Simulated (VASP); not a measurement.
CuSn3:

```
CELL_PARAMETERS angstrom
-2.23990 2.23990 4.87070
2.23990 -2.23990 4.87070
2.23990 2.23990 -4.87070
ATOMIC_POSITIONS crystal
Sn 0.50000 0.50000 0.00000
Sn 0.25000 0.75000 0.50000
Sn 0.75000 0.25000 0.50000
Cu 0.00000 0.00000 0.00000
```

| Item | Value |
| --- | --- |
| Program | VASP 6.6.1 |
| Task | relaxation of cell and atoms |
| Functional | PBEsol |
| Dispersion | D4 |
| Potentials or basis | VASP PAW PBE potentials, release 64 (Sn_d, Cu) |
| Cutoff | 600 eV |
| k mesh | 8 × 8 × 8 |
| Occupations | fermi-dirac, width 0.05 eV |
| Spin | no spin polarisation |

At the start: pressure -5.6 GPa; volume 24.44 Å³/atom.

Task: How do energy, volume and symmetry change on relaxing?

Result: Over 3 steps the energy falls by 46.7 meV/atom and the volume is 22.01 Å³/atom (-9.9 %); space group I4/mmm (No. 139, to 0.1 Å) before and after.

The path:
| step | energy change (eV) | largest force (eV/Å) | pressure (GPa) | volume (Å³) |
| --- | --- | --- | --- | --- |
| 1 | 0.0000 | 0.0000 | -5.59 | 97.75 |
| 2 | -0.1782 | 0.0000 | 1.56 | 86.17 |
| 3 | -0.1869 | 0.0000 | -0.03 | 88.03 |

Final structure:
```
CELL_PARAMETERS angstrom
-2.16456 2.16456 4.69729
2.16456 -2.16456 4.69729
2.16456 2.16456 -4.69729
ATOMIC_POSITIONS crystal
Sn 0.50000 0.50000 0.00000
Sn 0.25000 0.75000 0.50000
Sn 0.75000 0.25000 0.50000
Cu 0.00000 0.00000 0.00000
```

Caveat: the PAW data sets were made with another functional, which shifts forces and pressure a little.
